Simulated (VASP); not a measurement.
Here is a VASP 6.6.1 calculation.

The input POSCAR:

```
TiN
1.0
    0.0000000000      2.1162573850      2.1162573850
    2.1162573850      0.0000000000      2.1162573850
    4.2325147700      4.2325147700      0.0000000000
Ti N
2 2
Direct
    0.5000000000      0.5000000000      0.2500000000
    0.5000000000      0.5000000000      0.7500000000
    0.0000000000      0.0000000000      0.0000000000
    0.0000000000      0.0000000000      0.5000000000
```

INCAR.step1

```
ALGO = Normal ; EDIFF = 1E-4
ENCUT = 520 ; GGA = PE
ISMEAR = 0 ; ISPIN = 2
LASPH = True ; LCHARG = False
LMAXMIX = 4 ; LREAL = False
LWAVE = True ; MAGMOM = 1 -1 0 0
NBANDS = 29 ; NELM = 150
PREC = Accurate ; SIGMA = 0.05
```

INCAR.step2

```
ALGO = Normal ; EDIFF = 1E-6
ENCUT = 520 ; ISIF = 2
ISMEAR = 0 ; ISPIN = 2
ISTART = 1 ; LASPH = True
LCHARG = True ; LELF = True
LMAXMIX = 4 ; LMIXTAU = True
LORBIT = 11 ; LREAL = False
LVHAR = True ; LWAVE = False
MAGMOM = 1 -1 0 0 ; METAGGA = R2SCAN
NBANDS = 29 ; NELM = 150
PREC = Accurate ; SIGMA = 0.05
```

The input KPOINTS:

```
k-points
0
Gamma
  14 14 7
```

Potentials or basis: VASP PAW PBE potentials, release 64 (Ti_sv, N).

Command:

```bash
$ cat potpaw_PBE.64/Ti_sv/POTCAR potpaw_PBE.64/N/POTCAR > POTCAR
$ cp INCAR.step1 INCAR
$ mpirun -np 1 vasp_std > vasp.out
$ cp INCAR.step2 INCAR
$ mpirun -np 1 vasp_std > vasp.out
```

Q: Estimate the band gap on the k mesh.

A: Zero (filled and empty bands overlap).

Q: Estimate the net moment.

A: 0.00 μB per cell.

Q: Predict the pressure.

A: 1.5 GPa.

Caveat: the PAW data sets were made with another functional, which shifts forces and pressure a little.
